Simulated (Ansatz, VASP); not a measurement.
This is a calculation of MgO for Ansatz 0.2.0.

The input input.yaml:

```yaml
crystal:
  lattice:
    - [0.0, 2.30616, 2.30616]
    - [2.30616, 0.0, 2.30616]
    - [2.30616, 2.30616, 0.0]
  atoms:
    - { symbol: Mg, position: [0.5, 0.5, 0.5] }
    - { symbol: O, position: [0.75, 0.75, 0.75] }
hamiltonian:
  xc: b3lyp
  pseudopotentials: { kind: paw }
kpoints:
  mp_grid: { grid: [5, 5, 5] }
scf:
  occupations: { method: fermi_dirac, width: 0.05 }
output:
  forces: true
  stress: true
  eigenvalues: true
relax:
  f_tol: 0.01
  max_steps: 40
  cell: { stress_tol: 0.05 }
```

Potentials or basis: Ansatz PAW.

The run is started by

```bash
$ ansatz run input.yaml --threads 2 --pin off --max-ram 5632MiB --backend cpu --events-out ev --progress --plain --runs-dir out
```

Q: Set up the same calculation for VASP 6.6.1. Potentials there: VASP PAW PBE potentials, release 64 (Mg, O).

A: As run (the cutoff follows the program's own potentials):

File POSCAR:

```
MgO
1.0
    0.0000000000      2.3061600000      2.3061600000
    2.3061600000      0.0000000000      2.3061600000
    2.3061600000      2.3061600000      0.0000000000
Mg O
1 1
Direct
    0.5000000000      0.5000000000      0.5000000000
    0.7500000000      0.7500000000      0.7500000000
```

File INCAR.step1:

```
PREC = Accurate
ENCUT = 600
EDIFF = 1E-5
ISMEAR = -1
SIGMA = 0.05
LREAL = F
LASPH = T
NELM = 80
ALGO = Normal
LWAVE = T
LCHARG = F
GGA = PE
NBANDS = 11
```

INCAR.step2

```
PREC = Accurate
ENCUT = 600
EDIFF = 1E-6
ISMEAR = -1
SIGMA = 0.05
LREAL = F
LASPH = T
NELM = 80
ALGO = Normal
ISIF = 3
LWAVE = F
LCHARG = F
GGA = B3
LHFCALC = T
AEXX = 0.2
AGGAX = 0.72
AGGAC = 0.81
ALDAC = 0.19
PRECFOCK = Normal
IBRION = 2
NSW = 60
EDIFFG = -0.01
ISTART = 1
```

File KPOINTS:

```
Automatic mesh
0
Gamma
  5 5 5
```

Potentials or basis: VASP PAW PBE potentials, release 64 (Mg, O).

Command:

```console
$ cat potpaw_PBE.64/Mg/POTCAR potpaw_PBE.64/O/POTCAR > POTCAR
$ cp INCAR.step1 INCAR
$ mpirun -np 1 vasp_std > vasp.out
$ cp INCAR.step2 INCAR
$ mpirun -np 1 vasp_std > vasp.out
```

Both were run:

|  | VASP | Ansatz | Ansatz less VASP |
| --- | --- | --- | --- |
| gap on the k mesh at the Fermi level, each at its own relaxed structure (eV) | 5.70 | 5.70 | -0.001 |
| relaxed volume (Å³/atom) | 12.02 | 12.02 | -0.001 |
| relaxed cell length with the largest relative difference (Å) | 3.239 | 3.239 | -0.0001 |

VASP's potentials were made for PBE, not for B3LYP. VASP's potentials hold 8 valence electrons a cell and Ansatz's 16, so a difference there can come from the potentials and not from the codes.

The k mesh is coarse, so the values compare programs but aren't converged. Noted on Ansatz's run: odd divisions of the mesh miss points on the zone boundary, where band edges often lie, so the gap on the mesh can be too wide; the plane-wave basis is chosen anew once the cell has moved, so the energies of steps on either side of that aren't comparable.
